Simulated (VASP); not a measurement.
# Ba3Hf (Pm-3m) in VASP: notebook

Runs on Ba3Hf. Level: PBE. Tasks: single point, relaxation of cell and atoms.

Program: VASP 6.6.1. These are calculated values, not measurements. Logs are shortened: lines on timing, memory, paths and dates and some standing lists are left out, and cuts for length are marked.

**1. The cell of the first run**

Symmetry: Pm-3m, No. 221, cubic system. Conventional cell: a = 5.060 Å, b = 5.060 Å, c = 5.060 Å, α = 90.00°, β = 90.00°, γ = 90.00°. Within 4.7 Å of Ba (site symmetry 4/mmm) lie 8 Ba at 3.58 Å and 4 Hf at 3.58 Å. Hf (site symmetry m-3m) has 12 Ba at 3.58 Å within 4.7 Å.

**2. Single point, PBE**

INCAR

```
SYSTEM = Ba3Hf
  PREC = Accurate
  ENCUT = 520
  EDIFF = 1E-6
  ISMEAR = 0
  SIGMA = 0.1
  LREAL = .FALSE.
  LASPH = .TRUE.
  NELM = 60
  ALGO = Normal
  ISIF = 2
  LWAVE = .FALSE.
  LCHARG = .TRUE.
  GGA = PE
  LELF = .TRUE.
  LVHAR = .TRUE.
  NBANDS = 28
```

KPOINTS

```
Automatic mesh
0
G
  4 4 4
  0 0 0
```

POSCAR

```
Ba3Hf
1.0
    5.0598450255      0.0000000000      0.0000000000
    0.0000000000      5.0598450255      0.0000000000
    0.0000000000      0.0000000000      5.0598450255
Ba Hf
3 1
Direct
    0.0000000000      0.5000000000      0.5000000000
    0.5000000000      0.0000000000      0.5000000000
    0.5000000000      0.5000000000      0.0000000000
    0.0000000000      0.0000000000      0.0000000000
```

Potentials or basis: VASP PAW PBE potentials, release 64 (Ba_sv, Hf_pv).

Launch:

```sh
$ cat potpaw_PBE.64/Ba_sv/POTCAR potpaw_PBE.64/Hf_pv/POTCAR > POTCAR
$ mpirun -np 1 vasp_std > vasp.out
```

OUTCAR:

```text
SYSTEM = Ba3Hf
   PREC = Accurate
   ENCUT = 520
   EDIFF = 1E-6
   ISMEAR = 0
   LREAL = .FALSE.
   LASPH = .TRUE.
   NELM = 60
   ISIF = 2
   GGA = PE

 ion  position               nearest neighbor table
   1  0.000  0.500  0.500-   2 3.58   3 3.58   4 3.58   3 3.58   4 3.58   2 3.58   4 3.58   4 3.58
                             2 3.58   3 3.58   3 3.58   2 3.58
   2  0.500  0.000  0.500-   1 3.58   3 3.58   4 3.58   3 3.58   4 3.58   1 3.58   3 3.58   3 3.58
                             1 3.58   4 3.58   4 3.58   1 3.58
   3  0.500  0.500  0.000-   1 3.58   2 3.58   4 3.58   1 3.58   2 3.58   2 3.58   4 3.58   2 3.58
                             1 3.58   4 3.58   1 3.58   4 3.58
   4  0.000  0.000  0.000-   1 3.58   2 3.58   3 3.58   1 3.58   2 3.58   1 3.58   3 3.58   1 3.58
                             2 3.58   3 3.58   2 3.58   3 3.58

  LATTYP: Found a simple cubic cell.
 ALAT       =     5.0598450255

  Lattice vectors:

 A1 = (   5.0598450255,   0.0000000000,   0.0000000000)
 A2 = (   0.0000000000,   5.0598450255,   0.0000000000)
 A3 = (   0.0000000000,   0.0000000000,   5.0598450255)

Analysis of symmetry for initial positions (statically):
=====================================================================
 Subroutine PRICEL returns:
 Original cell was already a primitive cell.

 Routine SETGRP: Setting up the symmetry group for a
 simple cubic supercell.

 Subroutine GETGRP returns: Found 48 space group operations
 (whereof 48 operations were pure point group operations)
 out of a pool of 48 trial point group operations.

The static configuration has the point symmetry O_h .

Analysis of symmetry for dynamics (positions and initial velocities):
=====================================================================
 Subroutine PRICEL returns:
 Original cell was already a primitive cell.

 Routine SETGRP: Setting up the symmetry group for a
 simple cubic supercell.

 Subroutine GETGRP returns: Found 48 space group operations
 (whereof 48 operations were pure point group operations)
 out of a pool of 48 trial point group operations.

The dynamic configuration has the point symmetry O_h .

 Subroutine INISYM returns: Found 48 space group operations
 (whereof 48 operations are pure point group operations),
 and found     1 'primitive' translations

----------------------------------------------------------------------------------------

                                     Primitive cell

  volume of cell :     129.5423

  direct lattice vectors                    reciprocal lattice vectors
     5.059845025  0.000000000  0.000000000     0.197634512  0.000000000  0.000000000
     0.000000000  5.059845025  0.000000000     0.000000000  0.197634512  0.000000000
     0.000000000  0.000000000  5.059845025     0.000000000  0.000000000  0.197634512

  length of vectors
     5.059845025  5.059845025  5.059845025     0.197634512  0.197634512  0.197634512

  position of ions in fractional coordinates (direct lattice)
     0.000000000  0.500000000  0.500000000
     0.500000000  0.000000000  0.500000000
     0.500000000  0.500000000  0.000000000
     0.000000000  0.000000000  0.000000000

  ion indices of the primitive-cell ions
   primitive index   ion index
                 1           1
                 2           2
                 3           3
                 4           4

----------------------------------------------------------------------------------------

 KPOINTS: Automatic mesh

Automatic generation of k-mesh.
 Grid dimensions read from file:
 generate k-points for:    4    4    4

 Generating k-lattice:

  Cartesian coordinates                     Fractional coordinates (reciprocal lattice)
     0.049408628  0.000000000  0.000000000     0.250000000  0.000000000  0.000000000
     0.000000000  0.049408628  0.000000000     0.000000000  0.250000000  0.000000000
     0.000000000  0.000000000  0.049408628     0.000000000  0.000000000  0.250000000

  Length of vectors
     0.049408628  0.049408628  0.049408628

[... 47 lines left out ...]
  ext. energy  EPLUGINS =         0.00000000
  ---------------------------------------------------
  free energy    TOTEN  =       -12.00094126 eV

  energy without entropy =      -11.97465985  energy(sigma->0) =      -11.98780056

 E-fermi :   4.1277     XC(G=0):  -9.8295

 val. band max:        4.1256782962   @ k =   0.5000   0.5000   0.0000
 cond. band min:       4.1586747555   @ k =   0.5000   0.2500   0.0000
 fundamental gap:      0.0329964593
 Fermi energy:         4.1276531337

 k-point     1 :       0.0000    0.0000    0.0000
  band No.  band energies     occupation
      1     -27.0694      2.00000
      2     -27.0694      2.00000
      3     -27.0694      2.00000
      4     -24.0546      2.00000
      5     -23.5067      2.00000
      6     -23.5067      2.00000
[... 20 lines left out ...]
     27       8.2941      0.00000
     28       8.2942      0.00000

 k-point     2 :       0.2500    0.0000    0.0000
  band No.  band energies     occupation
      1     -27.0724      2.00000
      2     -27.0692      2.00000
      3     -27.0692      2.00000
      4     -23.9845      2.00000
      5     -23.5782      2.00000
      6     -23.5049      2.00000
[... 20 lines left out ...]
     27       7.0744      0.00000
     28       7.0744      0.00000

 k-point     3 :       0.5000    0.0000    0.0000
  band No.  band energies     occupation
      1     -27.0755      2.00000
      2     -27.0690      2.00000
      3     -27.0690      2.00000
      4     -23.8689      2.00000
      5     -23.6953      2.00000
      6     -23.5031      2.00000
[... 20 lines left out ...]
     27       7.0295      0.00000
     28       7.6237      0.00000

 k-point     4 :       0.2500    0.2500    0.0000
  band No.  band energies     occupation
      1     -27.0723      2.00000
      2     -27.0713      2.00000
      3     -27.0690      2.00000
      4     -23.9229      2.00000
      5     -23.5977      2.00000
      6     -23.5459      2.00000
[... 144 lines left out ...]
     27       6.2701      0.00000
     28       6.5110      0.00000

 k-point     9 :       0.5000    0.5000    0.2500
  band No.  band energies     occupation
      1     -27.0722      2.00000
      2     -27.0722      2.00000
      3     -27.0699      2.00000
      4     -23.6889      2.00000
      5     -23.6853      2.00000
      6     -23.6853      2.00000
[... 20 lines left out ...]
     27       6.0230      0.00000
     28       6.6916      0.00000

 k-point    10 :       0.5000    0.5000    0.5000
  band No.  band energies     occupation
      1     -27.0712      2.00000
      2     -27.0712      2.00000
      3     -27.0712      2.00000
      4     -23.6852      2.00000
      5     -23.6852      2.00000
      6     -23.6852      2.00000
[... 20 lines left out ...]
     27       6.5295      0.00000
     28       6.8209      0.00000

------------------------ aborting loop because EDIFF is reached ----------------------------------------

  FORCE on cell =-STRESS in cart. coord.  units (eV):
  Direction    XX          YY          ZZ          XY          YZ          ZX
  --------------------------------------------------------------------------------------
  -------------------------------------------------------------------------------------
  Total        6.1945413      6.1945413      6.1945413     -0.0000000     -0.0000000      0.0000000
  in kB       76.6139920     76.6139920     76.6139920     -0.0000000     -0.0000000      0.0000000
  external PRESSURE =      76.6139920 kB  Pullay stress =       0.0000000 kB

 VOLUME and BASIS-vectors are now :
 -----------------------------------------------------------------------------
  energy-cutoff  :      520.00
  volume of cell :      129.54
      direct lattice vectors                 reciprocal lattice vectors
     5.059845025  0.000000000  0.000000000     0.197634512  0.000000000  0.000000000
     0.000000000  5.059845025  0.000000000     0.000000000  0.197634512  0.000000000
     0.000000000  0.000000000  5.059845025     0.000000000  0.000000000  0.197634512

 POSITION                                       TOTAL-FORCE (eV/Angst)
 -----------------------------------------------------------------------------------
      0.00000      2.52992      2.52992         0.000000      0.000000      0.000000
      2.52992      0.00000      2.52992         0.000000      0.000000      0.000000
      2.52992      2.52992      0.00000         0.000000      0.000000      0.000000
      0.00000      0.00000      0.00000         0.000000      0.000000      0.000000
 -----------------------------------------------------------------------------------
    total drift:                                0.000000     -0.000000     -0.000000

  FREE ENERGIE OF THE ION-ELECTRON SYSTEM (eV)
  ---------------------------------------------------
  free  energy   TOTEN  =       -12.0009412615 eV

  energy  without entropy=      -11.9746598494  energy(sigma->0) =      -11.98780056
```

It took 34 s on 1 thread of Intel Xeon Platinum 8488C (Sapphire Rapids), shared host; peak memory 0.25 GiB.

What came out:

```
Free energy            : -12.0009 eV
Pressure               : 7.7 GPa
Band gap on the k mesh : zero (bands 20 and 21 overlap by 2.23 eV)
```

Levels at points of the mesh, in eV from the Fermi level:
```csv
k point,band 17,band 18,band 19,band 20,band 21,band 22
"(0.00, 0.00, 0.00)",-2.15,-1.82,-1.82,-1.28,-1.28,-1.28
"(0.50, 0.00, 0.00)",-1.39,-0.44,-0.39,-0.38,0.25,0.79
"(0.50, 0.50, 0.00)",-0.07,0.00,0.23,0.23,0.45,0.83
"(0.50, 0.50, 0.50)",-1.21,-1.21,-1.21,0.94,0.94,1.52
```

Caveat: the cell stands under pressure; spin-orbit coupling is left out, which moves the levels of the heavy elements.

**3. Single point, PBE**

This run uses another cell than the first one, of 43.57 Å³/atom.

INCAR

```
SYSTEM = Ba3Hf
ALGO = Fast
EDIFF = 1E-6
ENCUT = 520
GGA = PE
ISIF = 2
ISMEAR = 0
LASPH = .True.
LCHARG = .True.
LELF = .True.
LREAL = .False.
LVHAR = .True.
LWAVE = .False.
NBANDS = 28
NELM = 100
PREC = Accurate
SIGMA = 0.1
```

KPOINTS

```
k-points
0
Gamma
  4 4 4
  0 0 0
```

POSCAR

```
Ba3Hf
1.0
    5.5858090026      0.0000000000      0.0000000000
    0.0000000000      5.5858090026      0.0000000000
    0.0000000000      0.0000000000      5.5858090026
Ba Hf
3 1
Direct
    0.0000000000      0.5000000000      0.5000000000
    0.5000000000      0.0000000000      0.5000000000
    0.5000000000      0.5000000000      0.0000000000
    0.0000000000      0.0000000000      0.0000000000
```

Potentials or basis: VASP PAW PBE potentials, release 64 (Ba_sv, Hf_pv).

Launch:

```sh
$ cat potpaw_PBE.64/Ba_sv/POTCAR potpaw_PBE.64/Hf_pv/POTCAR > POTCAR
$ mpirun -np 1 vasp_std > vasp.out
```

It took 67 s on 1 thread of Intel Xeon Platinum 8488C (Sapphire Rapids), shared host; peak memory 0.27 GiB.

It converged, with:

| Property | Result |
| --- | --- |
| Free energy | -12.9144 eV |
| Pressure | 0.4 GPa |
| Band gap on the k mesh | zero (bands 20 and 21 overlap by 1.47 eV) |

Levels at points of the mesh, in eV from the Fermi level:
```tsv
k point	band 15	band 16	band 17	band 18	band 19	band 20	band 21	band 22	band 23	band 24
(0.00, 0.00, 0.00)	-12.96	-3.79	-1.59	-1.15	-1.15	-0.64	-0.64	-0.64	1.71	1.71
(0.50, 0.00, 0.00)	-13.04	-2.58	-1.44	-0.38	-0.27	-0.04	0.56	0.56	0.59	0.59
(0.50, 0.50, 0.00)	-12.91	-2.15	-0.42	-0.42	-0.15	0.16	0.36	0.50	0.50	0.82
(0.50, 0.50, 0.50)	-12.90	-2.87	-1.01	-1.01	-1.01	0.83	0.89	1.38	1.38	1.38
```

Caveat: spin-orbit coupling is left out, which moves the levels of the heavy elements.

**4. Relaxation of cell and atoms, PBE**

INCAR

```
ALGO = Normal
EDIFF = 1E-6
EDIFFG = -0.04
ENCUT = 600
GGA = PE
IBRION = 2
ISIF = 3
ISMEAR = 0
LASPH = True
LCHARG = False
LREAL = False
LWAVE = False
NELM = 100
NSW = 90
PREC = Accurate
SIGMA = 0.1
```

KPOINTS

```
k-points
0
Gamma
  4 4 4
```

POSCAR

```
Ba3Hf
1.0
    5.0598450255      0.0000000000      0.0000000000
    0.0000000000      5.0598450255      0.0000000000
    0.0000000000      0.0000000000      5.0598450255
Ba Hf
3 1
Direct
    0.0000000000      0.5000000000      0.5000000000
    0.5000000000      0.0000000000      0.5000000000
    0.5000000000      0.5000000000      0.0000000000
    0.0000000000      0.0000000000      0.0000000000
```

Launch:

```sh
$ cat potpaw_PBE.64/Ba_sv/POTCAR potpaw_PBE.64/Hf_pv/POTCAR > POTCAR
$ mpirun -np 1 vasp_std > vasp.out
```

Run time: 98 s. Hardware: 1 thread of Intel Xeon Platinum 8488C (Sapphire Rapids), shared host; peak memory 0.26 GiB.

The run converged. Its results:

```
Free energy                           : -12.9173 eV
Relaxed volume                        : 44.55 Å³/atom
Relaxed cell                          : a = 5.627 Å, b = 5.627 Å, c = 5.627 Å, α = 90.00°, β = 90.00°, γ = 90.00°
Space group after relaxing (to 0.1 Å) : Pm-3m (No. 221)
Energy gained by relaxing             : 229.1 meV/atom
Ionic steps                           : 4
Pressure after relaxing               : 0.0 GPa
Band gap on the k mesh                : zero (bands 20 and 21 overlap by 1.42 eV)
```

Step by step:
```csv
step,energy change (eV),largest force (eV/Å),pressure (GPa),volume (Å³)
1,0.0000,0.0000,7.66,129.54
2,-0.8231,0.0000,1.79,160.80
3,-0.9132,0.0000,0.30,174.90
4,-0.9163,0.0000,0.00,178.21
```

Final structure:
```xyz
4
Lattice="5.6274 0.0000 0.0000 0.0000 5.6274 0.0000 0.0000 0.0000 5.6274" Properties=species:S:1:pos:R:3 pbc="T T T"
Ba    0.0000    2.8137    2.8137
Ba    2.8137    0.0000    2.8137
Ba    2.8137    2.8137    0.0000
Hf    0.0000    0.0000    0.0000
```

Levels at points of the mesh, in eV from the Fermi level:
```csv
k point,band 16,band 17,band 18,band 19,band 20,band 21,band 22,band 23
"(0.00, 0.00, 0.00)",-3.78,-1.56,-1.12,-1.12,-0.61,-0.61,-0.61,1.68
"(0.50, 0.00, 0.00)",-2.61,-1.46,-0.37,-0.27,-0.03,0.53,0.57,0.57
"(0.50, 0.50, 0.00)",-2.18,-0.46,-0.46,-0.18,0.16,0.35,0.48,0.48
"(0.50, 0.50, 0.50)",-2.85,-1.00,-1.00,-1.00,0.81,0.81,1.37,1.37
```

Caveat: the volume moved by over 15 % at a fixed basis, so the end points are rough; spin-orbit coupling is left out, which moves the levels of the heavy elements.

**5. Single point, PBE**

This run uses another cell than the first one, of 43.57 Å³/atom.

INCAR

```
SYSTEM = Ba3Hf
ALGO = Fast
EDIFF = 1E-7
ENCUT = 520
GGA = PE
ISIF = 2
ISMEAR = 0
LASPH = .TRUE.
LCHARG = .TRUE.
LELF = .TRUE.
LREAL = .FALSE.
LVHAR = .TRUE.
LWAVE = .FALSE.
NBANDS = 28
NELM = 100
PREC = Accurate
SIGMA = 0.1
```

KPOINTS

```
k-points
0
G
  8 8 8
  0 0 0
```

POSCAR

```
Ba3Hf
1.0
    5.5858090026      0.0000000000      0.0000000000
    0.0000000000      5.5858090026      0.0000000000
    0.0000000000      0.0000000000      5.5858090026
Ba Hf
3 1
Direct
    0.0000000000      0.5000000000      0.5000000000
    0.5000000000      0.0000000000      0.5000000000
    0.5000000000      0.5000000000      0.0000000000
    0.0000000000      0.0000000000      0.0000000000
```

Launch:

```sh
$ cat potpaw_PBE.64/Ba_sv/POTCAR potpaw_PBE.64/Hf_pv/POTCAR > POTCAR
$ mpirun -np 1 vasp_std > vasp.out
```

Wall time 3.9 min (1 thread of Intel Xeon Platinum 8488C (Sapphire Rapids), shared host); peak memory 0.35 GiB.

The run converged. Its results:

| Item | Value |
| --- | --- |
| Free energy | -12.9425 eV |
| Pressure | 0.2 GPa |
| Band gap on the k mesh | zero (bands 20 and 21 overlap by 1.47 eV) |

Levels at points of the mesh, in eV from the Fermi level:
```tsv
k point	band 18	band 19	band 20	band 21	band 22	band 23
(0.00, 0.00, 0.00)	-1.18	-1.18	-0.67	-0.67	-0.67	1.68
(0.50, 0.00, 0.00)	-0.41	-0.30	-0.07	0.53	0.53	0.56
(0.50, 0.50, 0.00)	-0.45	-0.18	0.13	0.33	0.47	0.47
(0.50, 0.50, 0.50)	-1.04	-1.04	0.81	0.81	1.35	1.35
```

Caveat: spin-orbit coupling is left out, which moves the levels of the heavy elements.

**6. Single point, PBE**

This run uses another cell than the first one: it holds 8 atoms, not 4.

INCAR

```
PREC = Accurate
ENCUT = 520
EDIFF = 1E-6
ISMEAR = 0
SIGMA = 0.1
LREAL = False
LASPH = True
NELM = 80
ALGO = Fast
ISIF = 2
LWAVE = False
LCHARG = False
GGA = PE
NBANDS = 50
```

KPOINTS

```
Automatic mesh
0
Gamma
  4 4 2
```

POSCAR

```
Ba3Hf
1.0
   -5.5858090026      0.0000000000      0.0000000000
    0.0000000000      0.0000000000     -5.5858090026
    0.0000000000    -11.1716180052      0.0000000000
Ba Hf
6 2
Direct
    0.0000000000      0.5000000000      0.7500000000
    0.0000000000      0.5000000000      0.2500000000
    0.5000000000      0.5000000000      0.0000000000
    0.5000000000      0.5000000000      0.5000000000
    0.5000000000      0.0000000000      0.7500000000
    0.5000000000      0.0000000000      0.2500000000
    0.0000000000      0.0000000000      0.0000000000
    0.0000000000      0.0000000000      0.5000000000
```

Potentials or basis: VASP PAW PBE potentials, release 64 (Ba_sv, Hf_pv).

Launch:

```sh
$ cat potpaw_PBE.64/Ba_sv/POTCAR potpaw_PBE.64/Hf_pv/POTCAR > POTCAR
$ mpirun -np 1 vasp_std > vasp.out
```

Run time: 9.1 min. Hardware: 1 thread of Intel Xeon Platinum 8488C (Sapphire Rapids), shared host; peak memory 0.46 GiB.

Results (log left out):

* Free energy: -25.8291 eV
* Pressure: 0.3 GPa
* Band gap on the k mesh: zero (bands 40 and 41 overlap by 0.85 eV)

Levels at points of the mesh, in eV from the Fermi level:
| k point | band 35 | band 36 | band 37 | band 38 | band 39 | band 40 | band 41 | band 42 | band 43 | band 44 |
| --- | --- | --- | --- | --- | --- | --- | --- | --- | --- | --- |
| (0.00, 0.00, 0.00) | -1.15 | -1.15 | -0.64 | -0.64 | -0.64 | -0.38 | -0.27 | -0.04 | 0.56 | 0.56 |
| (0.50, 0.00, 0.00) | -0.42 | -0.38 | -0.27 | -0.15 | -0.04 | 0.16 | 0.37 | 0.51 | 0.56 | 0.59 |
| (0.50, 0.50, 0.00) | -1.01 | -0.42 | -0.42 | -0.15 | 0.16 | 0.36 | 0.51 | 0.51 | 0.82 | 0.84 |
| (0.00, 0.00, 0.50) | -0.95 | -0.95 | -0.77 | -0.77 | -0.43 | -0.43 | -0.31 | -0.31 | -0.31 | -0.31 |
| (0.50, 0.00, 0.50) | -0.10 | -0.10 | 0.00 | 0.00 | 0.01 | 0.01 | 0.04 | 0.04 | 0.30 | 0.30 |
| (0.50, 0.50, 0.50) | -0.77 | -0.77 | -0.66 | -0.66 | 0.55 | 0.55 | 0.87 | 0.87 | 0.89 | 0.89 |

Caveat: spin-orbit coupling is left out, which moves the levels of the heavy elements.

**7. Summary**

```tsv
task	cell	k mesh	cutoff (eV)	gap on the mesh (eV)	pressure (GPa)
single point	a = 5.060 Å, 4 atoms, atomic positions A	4 × 4 × 4	520	none	7.7
single point	a = 5.586 Å, 4 atoms, atomic positions A	4 × 4 × 4	520	none	0.4
relaxation of cell and atoms	relaxed from a = 5.060 Å, 4 atoms, atomic positions A	4 × 4 × 4	600	none	0.0
single point	a = 5.586 Å, 4 atoms, atomic positions A	8 × 8 × 8	520	none	0.2
single point	a = 5.586, b = 5.586, c = 11.172 Å, 8 atoms, atomic positions B	4 × 4 × 2	520	none	0.3
```

Alike in all rows: level PBE; potentials or basis VASP PAW PBE potentials, release 64 (Ba_sv, Hf_pv); no spin polarisation; smearing gaussian 0.1 eV.

Caveats: spin-orbit coupling is left out, which moves the levels of the heavy elements; the cell stands under pressure (at least some runs); the volume moved by over 15 % at a fixed basis, so the end points are rough (at least some runs).

Absolute energies hang on the potentials; compare differences alone.
